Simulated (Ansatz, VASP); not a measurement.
Given: the input of a run of Ansatz 0.2.0 on LiCl.

input.yaml

```yaml
crystal:
  lattice:
    - [0.0, 2.56477, 2.56477]
    - [2.56477, 0.0, 2.56477]
    - [2.56477, 2.56477, 0.0]
  atoms:
    - { symbol: Cl, position: [0.5, 0.5, 0.5] }
    - { symbol: Li, position: [0.0, 0.0, 0.0] }
kpoints:
  mp_grid: { grid: [9, 9, 9] }
scf:
  occupations: { method: gaussian, width: 0.028 }
hamiltonian:
  xc: pbe
  pseudopotentials: { kind: all_electron, lapw: { basis_error: 0.001 } }
output:
  forces: true
  stress: true
  eigenvalues: true
```

Potentials or basis: all-electron LAPW, scalar-relativistic.

Run with:

```sh
$ ansatz run input.yaml --threads 1 --pin off --max-ram 3072MiB --backend cpu --events-out ev --progress --plain --runs-dir out
```

Problem. Translate it to VASP 6.6.1. Potentials there: VASP PAW PBE potentials, release 64 (Cl, Li_sv).

Solution. As run (the cutoff follows the program's own potentials):

The input INCAR:

```
  PREC = Accurate
  ENCUT = 520
  EDIFF = 1E-7
  ISMEAR = 0
  SIGMA = 0.028000000000000004
  LREAL = False
  LASPH = True
  NELM = 80
  ALGO = Normal
  ISIF = 2
  LWAVE = False
  LCHARG = False
  GGA = PE
  NBANDS = 12
```

The input KPOINTS:

```
regular mesh
0
Gamma
  9 9 9
```

Contents of POSCAR:

```
LiCl
1.0
    0.0000000000      2.5647700000      2.5647700000
    2.5647700000      0.0000000000      2.5647700000
    2.5647700000      2.5647700000      0.0000000000
Cl Li
1 1
Direct
    0.5000000000      0.5000000000      0.5000000000
    0.0000000000      0.0000000000      0.0000000000
```

Potentials or basis: VASP PAW PBE potentials, release 64 (Cl, Li_sv).

Run with:

```bash
$ cat potpaw_PBE.64/Cl/POTCAR potpaw_PBE.64/Li_sv/POTCAR > POTCAR
$ mpirun -np 1 vasp_std > vasp.out
```

Both were run:

|  | VASP | Ansatz | Ansatz less VASP |
| --- | --- | --- | --- |
| gap on the k mesh at the Fermi level (eV) | 6.34 | 6.33 | -0.016 |
| least direct gap on the mesh (eV) | 6.34 | 6.33 | -0.016 |

Ansatz ran all-electron here, and VASP with PAW potentials.

Noted on VASP's run: the cutoff is short for stress, so the pressure is rough.
